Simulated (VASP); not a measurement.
# GeCl2 (CdI2 type) (P-3m1) in VASP: notebook, part 2 of 2

VASP 6.6.1. The steps go on from the part before.

## 4. Single point, PBE

POSCAR reads:

```
GeCl2
1.0
    3.9410607685      0.0000000000      0.0000000000
   -1.9705303842      3.4130587434      0.0000000000
    0.0000000000      0.0000000000      6.7913277095
Ge Cl
1 2
Direct
    0.0000000000      0.0000000000      0.0000000000
    0.3333333333      0.6666666667      0.2163880213
    0.6666666667      0.3333333333      0.7836119787
```

INCAR.step1 reads:

```
PREC     = Accurate       # precision mode
ENCUT    = 520            # plane-wave cutoff, eV
EDIFF    = 1E-7           # SCF threshold, eV
ISMEAR   = -1             # smearing method
SIGMA    = 0.08           # smearing width, eV
LREAL    = F              # projectors in reciprocal space
LASPH    = T              # aspherical terms in the spheres
NELM     = 80             # most SCF steps
ALGO     = Normal         # electronic algorithm
ISIF     = 2              # what is computed and relaxed
LWAVE    = F              # write WAVECAR
LCHARG   = T              # write CHGCAR
GGA      = PE             # functional
NBANDS   = 21             # bands
```

KPOINTS.step1 reads:

```
Automatic mesh
0
Gamma
  13 13 7
```

INCAR.step2 reads:

```
PREC     = Accurate       # precision mode
ENCUT    = 520            # plane-wave cutoff, eV
EDIFF    = 1E-7           # SCF threshold, eV
ISMEAR   = -5             # smearing method
SIGMA    = 0.08           # smearing width, eV
LREAL    = F              # projectors in reciprocal space
LASPH    = T              # aspherical terms in the spheres
NELM     = 80             # most SCF steps
ALGO     = Normal         # electronic algorithm
ISIF     = 2              # what is computed and relaxed
LWAVE    = F              # write WAVECAR
LCHARG   = F              # write CHGCAR
GGA      = PE             # functional
LORBIT   = 11             # projections on sites
NBANDS   = 21             # bands
NEDOS    = 1001           # points of the DOS
ICHARG   = 11             # starting density
```

KPOINTS.step2 reads:

```
Automatic mesh
0
Gamma
  20 20 11
```

Potentials or basis: VASP PAW PBE potentials, release 64 (Ge_d, Cl).

Started as:

```
$ cat potpaw_PBE.64/Ge_d/POTCAR potpaw_PBE.64/Cl/POTCAR > POTCAR
$ cp INCAR.step1 INCAR
$ cp KPOINTS.step1 KPOINTS
$ mpirun -np 1 vasp_std > vasp.out
$ cp INCAR.step2 INCAR
$ cp KPOINTS.step2 KPOINTS
$ mpirun -np 1 vasp_std > vasp.out
```

OUTCAR:

```text
PREC = Accurate
   ENCUT = 520
   EDIFF = 1E-7
   ISMEAR = -5
   LREAL = F
   LASPH = T
   NELM = 80
   ISIF = 2
   GGA = PE
   LORBIT = 11
   ICHARG = 11

 ion  position               nearest neighbor table
   1  0.000  0.000  0.000-   2 2.71   3 2.71   2 2.71   3 2.71   3 2.71   2 2.71
   2  0.333  0.667  0.216-   1 2.71   1 2.71   1 2.71
   3  0.667  0.333  0.784-   1 2.71   1 2.71   1 2.71

  LATTYP: Found a hexagonal cell.
 ALAT       =     3.9410607685
 C/A-ratio  =     1.7232232915

  Lattice vectors:

 A1 = (   3.9410607685,   0.0000000000,   0.0000000000)
 A2 = (  -1.9705303842,   3.4130587434,   0.0000000000)
 A3 = (   0.0000000000,   0.0000000000,   6.7913277095)

Analysis of symmetry for initial positions (statically):
=====================================================================
 Subroutine PRICEL returns:
 Original cell was already a primitive cell.

 Routine SETGRP: Setting up the symmetry group for a
 hexagonal supercell.

 Subroutine GETGRP returns: Found 12 space group operations
 (whereof 12 operations were pure point group operations)
 out of a pool of 24 trial point group operations.

The static configuration has the point symmetry D_3d.

Analysis of symmetry for dynamics (positions and initial velocities):
=====================================================================
 Subroutine PRICEL returns:
 Original cell was already a primitive cell.

 Routine SETGRP: Setting up the symmetry group for a
 hexagonal supercell.

 Subroutine GETGRP returns: Found 12 space group operations
 (whereof 12 operations were pure point group operations)
 out of a pool of 24 trial point group operations.

The dynamic configuration has the point symmetry D_3d.

 Subroutine INISYM returns: Found 12 space group operations
 (whereof 12 operations are pure point group operations),
 and found     1 'primitive' translations
[... 122 lines left out ...]
  Thomas-Fermi vector in A             =   2.240263
   LORBIT       =     11    0 simple, 1 ext, 2 COOP (PROOUT), +10 PAW based schemes
   GGA     = PE    functional components
   LHFCALC =     F    Hartree Fock is set to
   AEXX    =    0.0000 exact exchange contribution
   IVDW    =     0    specifies the selected vdW correction
   LEPSILON=     F    determine dielectric tensor
   LRPA    =     F    only Hartree local field effects (RPA)
 non-spin polarized calculation
 Fermi weights with tetrahedron method with Bloechl corrections
  energy-cutoff  :      520.00
  volume of cell :       91.35
 maximum number of plane-waves:      2497
 NGX is ok and might be reduce to    30

 number of electron      28.0000002 magnetization

 Free energy of the ion-electron system (eV)
  ---------------------------------------------------
  ext. energy  EPLUGINS =         0.00000000
  ---------------------------------------------------
  free energy    TOTEN  =       -10.49071222 eV

  energy without entropy =      -10.49071222  energy(sigma->0) =      -10.49071222

 E-fermi :   0.0023     XC(G=0):  -7.7035

 val. band max:       -0.0257839746   @ k =   0.3500   0.3000   0.4545
 cond. band min:       2.5141842998   @ k =   0.0000   0.0000   0.4545
 fundamental gap:      2.5399682744
 Fermi energy:         0.0023268856

 k-point     1 :       0.0000    0.0000    0.0000
  band No.  band energies     occupation
      1     -23.9099      2.00000
      2     -23.9075      2.00000
      3     -23.9075      2.00000
      4     -23.9028      2.00000
      5     -23.9028      2.00000
      6     -14.5918      2.00000
[... 565 lines left out ...]
     20       9.2097      0.00000
     21      10.9109      0.00000

 [... further k-points ...]

------------------------ aborting loop because EDIFF is reached ----------------------------------------

  FORCE on cell =-STRESS in cart. coord.  units (eV):
  Direction    XX          YY          ZZ          XY          YZ          ZX
  --------------------------------------------------------------------------------------
  -------------------------------------------------------------------------------------
  Total       -0.0306695     -0.0306695     -0.0212134     -0.0000000      0.0000000     -0.0000000
  in kB       -0.5379052     -0.5379052     -0.3720563     -0.0000000      0.0000000     -0.0000000
  external PRESSURE =      -0.4826223 kB  Pullay stress =       0.0000000 kB

 VOLUME and BASIS-vectors are now :
 -----------------------------------------------------------------------------
  energy-cutoff  :      520.00
  volume of cell :       91.35
      direct lattice vectors                 reciprocal lattice vectors
     3.941060768  0.000000000  0.000000000     0.253738792  0.146496160  0.000000000
    -1.970530384  3.413058743  0.000000000     0.000000000  0.292992320  0.000000000
     0.000000000  0.000000000  6.791327709     0.000000000  0.000000000  0.147246613

 POSITION                                       TOTAL-FORCE (eV/Angst)
 -----------------------------------------------------------------------------------
      0.00000      0.00000      0.00000        -0.000000      0.000000      0.000000
     -0.00000      2.27537      1.46956         0.000000      0.000000      0.002705
      1.97053      1.13769      5.32177        -0.000000     -0.000000     -0.002705
 -----------------------------------------------------------------------------------
    total drift:                                0.000000      0.000000     -0.000000

  FREE ENERGIE OF THE ION-ELECTRON SYSTEM (eV)
  ---------------------------------------------------
  free  energy   TOTEN  =       -10.4907122180 eV

  energy  without entropy=      -10.4907122180  energy(sigma->0) =      -10.49071222

 total charge

# of ion       s       p       d       tot
------------------------------------------
    1        1.441   0.499  10.022  11.962
    2        1.608   3.476   0.000   5.084
    3        1.608   3.476   0.000   5.084
--------------------------------------------------
tot          4.656   7.452  10.022  22.129
```

Wall time 6.2 min (1 thread of AMD EPYC 9R45 (Zen 5), shared host); peak memory 0.74 GiB.

Results:

| Property | Result |
| --- | --- |
| Valence electrons inside the program's atomic spheres | Ge 11.96; Cl 5.08 |

Levels at points of the mesh, in eV from the valence-band top:
```
           k point  band 12  band 13  band 14  band 15  band 16  band 17
(0.00, 0.00, 0.00)    -1.74    -1.49    -0.86     2.63     4.02     4.02
(0.50, 0.00, 0.00)    -1.70    -1.68    -0.53     3.56     4.77     5.23
```

Caveat: this functional lacks dispersion, which binds layers or chains, so the pressure and a relaxed spacing across them are unreliable.
